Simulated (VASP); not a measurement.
# ZnS (F-43m) in VASP: a series of runs

Runs on ZnS. Level: PBE. Tasks: single point, relaxation of cell and atoms.

Everything below comes from runs of VASP 6.6.1. Logs are shortened: lines on timing, memory, paths and dates and some standing lists are left out, and cuts for length are marked.

### Step 1. The cell of the first run

It takes space group F-43m (No. 216, cubic). Conventional cell: a = 5.443 Å, b = 5.443 Å, c = 5.443 Å, α = 90.00°, β = 90.00°, γ = 90.00°. Within 3.1 Å of Zn (site symmetry -43m) lie 4 S at 2.36 Å. S (site symmetry -43m) has 4 Zn at 2.36 Å within 3.1 Å.

### Step 2. Single point, PBE

INCAR reads:

```
SYSTEM = ZnS
PREC     = Accurate       ! precision mode
ENCUT    = 520            ! plane-wave cutoff, eV
EDIFF    = 1E-6           ! SCF threshold, eV
ISMEAR   = 0              ! smearing method
SIGMA    = 0.05           ! smearing width, eV
LREAL    = .False.        ! projectors in reciprocal space
LASPH    = .True.         ! aspherical terms in the spheres
NELM     = 80             ! most SCF steps
ALGO     = Normal         ! electronic algorithm
ISIF     = 2              ! what is computed and relaxed
LWAVE    = .False.        ! write WAVECAR
LCHARG   = .False.        ! write CHGCAR
GGA      = PE             ! functional
NBANDS   = 46             ! bands
```

KPOINTS reads:

```
Automatic mesh
0
Gamma
  6 6 6
  0 0 0
```

POSCAR reads:

```
ZnS
1.0
    5.4431279692      0.0000000000      0.0000000000
    0.0000000000     -5.4431279692      0.0000000000
    0.0000000000      0.0000000000     -5.4431279692
Zn S
4 4
Direct
    0.5000000000      0.0000000000      0.5000000000
    0.0000000000      0.5000000000      0.5000000000
    0.0000000000      0.0000000000      0.0000000000
    0.5000000000      0.5000000000      1.0000000000
    0.7500000000      0.7500000000      0.7500000000
    0.2500000000      0.2500000000      0.7500000000
    0.2500000000      0.7500000000      0.2500000000
    0.7500000000      0.2500000000      0.2500000000
```

Potentials or basis: VASP PAW PBE potentials, release 64 (Zn, S).

Run with:

```bash
$ cat potpaw_PBE.64/Zn/POTCAR potpaw_PBE.64/S/POTCAR > POTCAR
$ mpirun -np 1 vasp_std > vasp.out
```

OUTCAR:

```text
SYSTEM = ZnS
   PREC = Accurate
   ENCUT = 520
   EDIFF = 1E-6
   ISMEAR = 0
   LREAL = .False.
   LASPH = .True.
   NELM = 80
   ISIF = 2
   GGA = PE

 ion  position               nearest neighbor table
   1  0.500  0.000  0.500-   5 2.36   6 2.36   7 2.36   8 2.36
   2  0.000  0.500  0.500-   5 2.36   6 2.36   7 2.36   8 2.36
   3  0.000  0.000  0.000-   5 2.36   6 2.36   7 2.36   8 2.36
   4  0.500  0.500  0.000-   5 2.36   6 2.36   7 2.36   8 2.36
   5  0.750  0.750  0.750-   1 2.36   2 2.36   3 2.36   4 2.36
   6  0.250  0.250  0.750-   1 2.36   2 2.36   3 2.36   4 2.36
   7  0.250  0.750  0.250-   1 2.36   2 2.36   3 2.36   4 2.36
   8  0.750  0.250  0.250-   1 2.36   2 2.36   3 2.36   4 2.36

  LATTYP: Found a simple cubic cell.
 ALAT       =     5.4431279692

  Lattice vectors:

 A1 = (   5.4431279692,   0.0000000000,   0.0000000000)
 A2 = (   0.0000000000,  -5.4431279692,   0.0000000000)
 A3 = (   0.0000000000,   0.0000000000,  -5.4431279692)

Analysis of symmetry for initial positions (statically):
=====================================================================
 Subroutine PRICEL returns following result:

  LATTYP: Found a face centered cubic cell.
 ALAT       =     5.4431279692

  Lattice vectors:

 A1 = (   2.7215639846,   2.7215639846,   0.0000000000)
 A2 = (   2.7215639846,   0.0000000000,  -2.7215639846)
 A3 = (   0.0000000000,   2.7215639846,  -2.7215639846)

   4 primitive cells build up your supercell.

 Routine SETGRP: Setting up the symmetry group for a
 simple cubic supercell.

 Subroutine GETGRP returns: Found 24 space group operations
 (whereof 24 operations were pure point group operations)
 out of a pool of 48 trial point group operations.

The static configuration has the point symmetry T_d .

Analysis of symmetry for dynamics (positions and initial velocities):
=====================================================================
 Subroutine PRICEL returns following result:

  LATTYP: Found a face centered cubic cell.
 ALAT       =     5.4431279692

  Lattice vectors:

 A1 = (   2.7215639846,   2.7215639846,   0.0000000000)
 A2 = (   2.7215639846,   0.0000000000,  -2.7215639846)
 A3 = (   0.0000000000,   2.7215639846,  -2.7215639846)

   4 primitive cells build up your supercell.

 Routine SETGRP: Setting up the symmetry group for a
 simple cubic supercell.
[... 101 lines left out ...]
   LREAL  =      F    real-space projection
   EDIFFG = 0.1E-04   stopping-criterion for IOM
   NSW    =      0    number of steps for IOM
   IBRION =     -1    ionic relax: 0-MD 1-quasi-New 2-CG
   NFREE  =      0    steps in history (QN), initial steepest desc. (CG)
   ISIF   =      2    stress and relaxation
   ISYM   =      2    0-nonsym 1-usesym 2-fastsym
   POTIM  = 0.5000    time-step for ionic-motion
   TEBEG  =    0.0;   TEEND  =   0.0 temperature during run
   PSTRESS=    0.0 pullay stress
   NELECT =      72.0000    total number of electrons
   NUPDOWN=      -1.0000    fix difference up-down
   EMIN   =  10.00;   EMAX   =-10.00  energy-range for DOS
   EFERMI =   0.00;   METHOD = LEGACY
   ISMEAR =     0;   SIGMA  =   0.05  broadening in eV -4-tet -1-fermi 0-gaus
   EFERMI_NEDOS =   21; number of points for ismear=-14 and -15
   IALGO  =     38    algorithm
   IMIX   =      4    mixing-type and parameters
     AMIX     =   0.40;   BMIX     =  1.00
     AMIX_MAG =   1.60;   BMIX_MAG =  1.00
  volume/ion in A,a.u.               =      20.16       136.04
  Fermi-wavevector in a.u.,A,eV,Ry     =   1.251230  2.364482 21.300959  1.565576
  Thomas-Fermi vector in A             =   2.385187
   LORBIT       =      0    0 simple, 1 ext, 2 COOP (PROOUT), +10 PAW based schemes
   GGA     = PE    functional components
   LHFCALC =     F    Hartree Fock is set to
   AEXX    =    0.0000 exact exchange contribution
   IVDW    =     0    specifies the selected vdW correction
   LEPSILON=     F    determine dielectric tensor
   LRPA    =     F    only Hartree local field effects (RPA)
 non-spin polarized calculation
 Gauss-broadening in eV      SIGMA  =   0.05
  energy-cutoff  :      520.00
  volume of cell :      161.27
 maximum number of plane-waves:      4385
   NGX = 21   NGY = 21   NGZ = 21

 number of electron      71.9999961 magnetization

 Free energy of the ion-electron system (eV)
  ---------------------------------------------------
  ext. energy  EPLUGINS =         0.00000000
  ---------------------------------------------------
  free energy    TOTEN  =       -27.41052089 eV

  energy without entropy =      -27.41052089  energy(sigma->0) =      -27.41052089

 E-fermi :   2.1543     XC(G=0):  -9.5285

 val. band max:        1.9070521285   @ k =   0.0000   0.0000   0.0000
 cond. band min:       3.9273964669   @ k =   0.0000   0.0000   0.0000
 fundamental gap:      2.0203443384
 Fermi energy:         2.1543424113

 k-point     1 :       0.0000    0.0000    0.0000
  band No.  band energies     occupation
      1     -11.0847      2.00000
      2      -9.8989      2.00000
      3      -9.8989      2.00000
      4      -9.8989      2.00000
      5      -4.3559      2.00000
      6      -4.3559      2.00000
[... 969 lines left out ...]
     45       8.8454      0.00000
     46       8.8454      0.00000

------------------------ aborting loop because EDIFF is reached ----------------------------------------

  FORCE on cell =-STRESS in cart. coord.  units (eV):
  Direction    XX          YY          ZZ          XY          YZ          ZX
  --------------------------------------------------------------------------------------
  -------------------------------------------------------------------------------------
  Total        0.1755875      0.1755875      0.1755875      0.0000000     -0.0000000     -0.0000000
  in kB        1.7444502      1.7444502      1.7444502      0.0000000     -0.0000000     -0.0000000
  external PRESSURE =       1.7444502 kB  Pullay stress =       0.0000000 kB

 VOLUME and BASIS-vectors are now :
 -----------------------------------------------------------------------------
  energy-cutoff  :      520.00
  volume of cell :      161.27
      direct lattice vectors                 reciprocal lattice vectors
     5.443127969  0.000000000  0.000000000     0.183717893  0.000000000  0.000000000
     0.000000000 -5.443127969  0.000000000     0.000000000 -0.183717893  0.000000000
     0.000000000  0.000000000 -5.443127969     0.000000000  0.000000000 -0.183717893

 POSITION                                       TOTAL-FORCE (eV/Angst)
 -----------------------------------------------------------------------------------
      2.72156      0.00000     -2.72156        -0.000000     -0.000000      0.000000
      0.00000     -2.72156     -2.72156         0.000000      0.000000      0.000000
      0.00000      0.00000      0.00000        -0.000000      0.000000      0.000000
      2.72156     -2.72156      0.00000        -0.000000     -0.000000     -0.000000
      4.08235     -4.08235     -4.08235         0.000000     -0.000000     -0.000000
      1.36078     -1.36078     -4.08235         0.000000     -0.000000     -0.000000
      1.36078     -4.08235     -1.36078         0.000000      0.000000     -0.000000
      4.08235     -1.36078     -1.36078        -0.000000     -0.000000     -0.000000
 -----------------------------------------------------------------------------------
    total drift:                               -0.000000     -0.000000      0.000000

  FREE ENERGIE OF THE ION-ELECTRON SYSTEM (eV)
  ---------------------------------------------------
  free  energy   TOTEN  =       -27.4105208925 eV

  energy  without entropy=      -27.4105208925  energy(sigma->0) =      -27.41052089
```

OSZICAR:

```text
N       E                     dE             d eps       ncg     rms          rms(c)
DAV:   1     0.591561440417E+03    0.59156E+03   -0.33338E+04  1840   0.186E+03
DAV:   2     0.514701074330E+02   -0.54009E+03   -0.51954E+03  1840   0.434E+02
DAV:   3    -0.253386120143E+02   -0.76809E+02   -0.75697E+02  2058   0.151E+02
DAV:   4    -0.290592666594E+02   -0.37207E+01   -0.37060E+01  2218   0.332E+01
DAV:   5    -0.291168259378E+02   -0.57559E-01   -0.57536E-01  2158   0.424E+00    0.133E+01
DAV:   6    -0.273792760472E+02    0.17375E+01   -0.36822E+00  2754   0.407E+01    0.104E+01
DAV:   7    -0.274366526508E+02   -0.57377E-01   -0.35909E+00  2038   0.744E+00    0.479E+00
DAV:   8    -0.274082286704E+02    0.28424E-01   -0.22008E-01  2330   0.463E+00    0.166E+00
DAV:   9    -0.274096029097E+02   -0.13742E-02   -0.37552E-02  2342   0.258E+00    0.369E-01
DAV:  10    -0.274100293568E+02   -0.42645E-03   -0.36547E-03  2060   0.477E-01    0.187E-01
DAV:  11    -0.274105322668E+02   -0.50291E-03   -0.92519E-04  1990   0.154E-01    0.159E-01
DAV:  12    -0.274105161590E+02    0.16108E-04   -0.55794E-05  2336   0.436E-02    0.741E-03
DAV:  13    -0.274105206802E+02   -0.45212E-05   -0.11587E-05  1878   0.183E-02    0.609E-03
DAV:  14    -0.274105208925E+02   -0.21231E-06   -0.22217E-06  1514   0.907E-03
   1 F= -.27410521E+02 E0= -.27410521E+02  d E =-.932789E-14
```

stdout:

```text
POSCAR found type information on POSCAR ZnS
 POSCAR found :  2 types and       8 ions
 scaLAPACK will be used
 LDA part: xc-table for (Slater+PW92), standard interpolation
 POSCAR, INCAR and KPOINTS ok, starting setup
 FFT: planning ... GRIDC
 FFT: planning ... GRID_SOFT
 FFT: planning ... GRID
 WAVECAR not read
 entering main loop
```

Wall time 90 s (1 thread of AMD EPYC 7R13 (Zen 3), shared host); peak memory 0.27 GiB.

Results:

```
Free energy            : -27.4105 eV
Pressure               : 0.2 GPa
Band gap on the k mesh : 2.02 eV
```

As with any semilocal functional, this PBE gap is likely too small.

(Continued in part 2 of 2.)
